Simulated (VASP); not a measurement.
Set up this calculation in VASP 6.6.1, as the native input.

- Task: single point
- Functional: PBE
- Potentials or basis: VASP PAW PBE potentials, release 64 (Ti_sv, C)
- Cutoff: 520 eV
- k mesh: 9 × 9 × 1
- Occupations: gaussian, width 0.1 eV
- Spin: no spin polarisation
- Dipole correction: yes
- Further INCAR settings: ALGO = Normal; EDIFF = 1e-06; NBANDS = 28

The structure of Ti3C lies in POSCAR:

```
Ti3C
1.0
    2.9075446952      0.0000000000      0.0000000000
    0.0000000000      2.9075446952      0.0000000000
    0.0000000000      0.0000000000     19.3059824261
Ti C
3 1
Direct
    0.5000000000      0.5000000000      0.2071896634
    0.0000000000      0.0000000000      0.3057583540
    0.5000000000      0.5000000000      0.4043297178
    0.5000000000      1.0000000000      0.4683621268
```

One way to write it, as run:

INCAR

```
ALGO = Normal ; DIPOL = 0.5 0.5 0.346
EDIFF = 1E-6 ; ENCUT = 520
GGA = PE ; IDIPOL = 3
ISIF = 2 ; ISMEAR = 0
LASPH = True ; LCHARG = False
LDIPOL = True ; LREAL = False
LWAVE = False ; NBANDS = 28
NELM = 60 ; PREC = Accurate
SIGMA = 0.1
```

KPOINTS

```
k-points
0
Gamma
  9 9 1
```

Potentials or basis: VASP PAW PBE potentials, release 64 (Ti_sv, C).

Run with:

```console
$ cat potpaw_PBE.64/Ti_sv/POTCAR potpaw_PBE.64/C/POTCAR > POTCAR
$ mpirun -np 1 vasp_std > vasp.out
```

It gave:

- Largest force: 1.384 eV/Å
- Band gap on the k mesh: zero (bands 20 and 21 overlap by 0.39 eV)

It took 110 s on 1 thread of Intel(R) Xeon(R) Platinum 8559C (Emerald Rapids) (shared host), peak memory 0.31 GiB.
